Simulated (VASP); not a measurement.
**BN: single point with PBE+D3(BJ)**

The system is BN.

```
B N
1.0
     2.47141    0.00000    0.00000
    -1.23571    2.14031    0.00000
     0.00000    0.00000    4.09021
B N
2 2
Direct
  0.66667 0.33333 0.00055
  0.33333 0.66667 0.50055
  0.66667 0.33333 0.37445
  0.33333 0.66667 0.87445
```

This cell differs from its parent crystal: volume scaled by 0.920.

```json
{"Program": "VASP 6.6.1", "Task": "single point", "Functional": "PBE", "Dispersion": "D3(BJ)", "Potentials or basis": "VASP PAW PBE potentials, release 64 (B, N)", "Cutoff": "520 eV", "k mesh": "12 × 12 × 6", "Occupations": "gaussian, width 0.05 eV", "Spin": "no spin polarisation", "Dipole correction": "no", "Further INCAR settings": "ALGO = Normal; EDIFF = 1e-06; NBANDS = 16"}
```

```json
{"Pressure": "37.6 GPa", "Band gap on the k mesh": "4.98 eV, indirect (least direct gap 8.68 eV)", "Dispersion energy per atom": "-0.229 eV"}
```

Levels at points of the mesh, in eV from the valence-band top:
```
           k point  band 4  band 5  band 6  band 7  band 8  band 9  band 10  band 11  band 12  band 13
(0.00, 0.00, 0.00)   -2.33   -2.33   -0.35    0.00    0.00    8.72     8.72     9.09    10.64    12.17
(0.50, 0.00, 0.00)   -8.35   -7.45   -5.45   -4.91   -2.30    7.03     8.21    11.03    12.26    14.04
(0.00, 0.00, 0.50)   -6.14   -1.29   -1.29   -1.29   -1.29   10.32    10.32    10.40    10.40    10.40
(0.50, 0.00, 0.50)  -10.79   -4.13   -4.13   -3.91   -3.91    6.90     6.90    10.64    10.64    15.14
```

Wall time 36 s on 1 thread of Intel Xeon 8259CL, on a shared host, peak memory 0.16 GiB.

 A k mesh can miss the band edges.
